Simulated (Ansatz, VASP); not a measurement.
# Two plane-wave programs on BaS

Contents of INCAR:

```
SYSTEM = BaS
ALGO = Normal
EDIFF = 1E-6
ENCUT = 520
GGA = CA
ISIF = 2
ISMEAR = 0
LASPH = .True.
LCHARG = .False.
LREAL = .False.
LWAVE = .False.
NBANDS = 15
NELM = 60
PREC = Accurate
SIGMA = 0.05
```

File KPOINTS:

```
k-points
0
Gamma
  8 8 8
  0 0 0
```

Contents of POSCAR:

```
BaS
1.0
    0.0000000000      3.1937500000      3.2576250000
    3.1937500000      0.0000000000      3.2576250000
    3.1937500000      3.1937500000      0.0000000000
Ba S
1 1
Direct
    0.0000000000      0.0000000000      0.0000000000
    0.5000000000      0.5000000000      0.5000000000
```

Input for Ansatz:

```yaml
crystal:
  lattice:
    - [0.0, 3.19375, 3.257625]
    - [3.19375, 0.0, 3.257625]
    - [3.19375, 3.19375, 0.0]
  atoms:
    - { symbol: Ba, position: [0.0, 0.0, 0.0] }
    - { symbol: S, position: [0.5, 0.5, 0.5] }
basis:
  ecutwfc: 420
kpoints:
  mp_grid: { grid: [8, 8, 8] }
hamiltonian:
  xc: lda
scf:
  occupations: { method: gaussian, width: 0.05 }
output:
  forces: true
  stress: true
  eigenvalues: true
```

Change from the starting cell: strain +0.0200 x Voigt [0, 0, 1, 0, 0, 0], atoms carried along.

Alike in both runs: task single point; functional LDA; k mesh 8 × 8 × 8; occupations gaussian, width 0.05 eV; no spin polarisation.

|  | VASP | Ansatz |
| --- | --- | --- |
| version | VASP 6.6.1 | Ansatz 0.2.0 |
| potentials or method | VASP PAW LDA potentials, release 64 (Ba_sv, S), cutoff 520 eV | scalar-relativistic, plane waves, PAW |
| valence electrons in the cell | 16 | 16 |

|  | VASP | Ansatz | Ansatz less VASP |
| --- | --- | --- | --- |
| gap on the k mesh at the Fermi level (eV) | 1.91 | 2.01 | +0.102 |
| least direct gap on the mesh (eV) | 2.06 | 2.13 | +0.071 |
| pressure (GPa) | -2.6 | -3.2 | -0.59 |
| traceless stress, the component that is largest in VASP (GPa) | -0.91 | -0.82 | +0.095 |

LDA's correlation is that of Perdew and Zunger in VASP and of Perdew and Wang (1992) in Ansatz.

Neither program's run includes spin-orbit coupling.
